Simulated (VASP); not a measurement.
Wanted: the native input for a VASP 6.6.1 run.

- Task: single point
- Functional: PBE
- Potentials or basis: VASP PAW PBE potentials, release 64 (Ge_d)
- Cutoff: 520 eV
- k mesh: 13 × 13 × 13
- Occupations: fermi-dirac, width 0.05 eV
- Spin: no spin polarisation
- Dipole correction: no
- Further INCAR settings: ALGO = Normal; EDIFF = 1e-06; NBANDS = 13

The structure of Ge lies in POSCAR:

```
Ge
1.0
    2.7120740320      0.0000000000      0.0000000000
    0.0000000000      2.7120740320      0.0000000000
    0.0000000000      0.0000000000      2.7120740320
Ge
1
Direct
    0.0000000000      0.0000000000      0.0000000000
```

This isn't the form of Ge at room conditions, which is diamond.

The input as run:

INCAR

```
SYSTEM = Ge
ALGO     = Normal         ! electronic algorithm
EDIFF    = 1E-6           ! SCF threshold, eV
ENCUT    = 520            ! plane-wave cutoff, eV
GGA      = PE             ! functional
ISIF     = 2              ! what is computed and relaxed
ISMEAR   = -1             ! smearing method
LASPH    = .TRUE.         ! aspherical terms in the spheres
LCHARG   = .FALSE.        ! write CHGCAR
LREAL    = .FALSE.        ! projectors in reciprocal space
LWAVE    = .FALSE.        ! write WAVECAR
NBANDS   = 13             ! bands
NELM     = 80             ! most SCF steps
PREC     = Accurate       ! precision mode
SIGMA    = 0.05           ! smearing width, eV
```

KPOINTS

```
k-points
0
G
  13 13 13
  0 0 0
```

Potentials or basis: VASP PAW PBE potentials, release 64 (Ge_d).

The run is started by

```bash
$ cat potpaw_PBE.64/Ge_d/POTCAR > POTCAR
$ mpirun -np 1 vasp_std > vasp.out
```

It gave:

```json
{
  "Pressure": "-0.1 GPa",
  "Band gap on the k mesh": "zero (bands 7 and 8 overlap by 8.83 eV)"
}
```

Run time: 4.9 s on 1 thread of Intel(R) Xeon(R) 6975P-C (Granite Rapids) (shared host), peak memory 0.14 GiB.
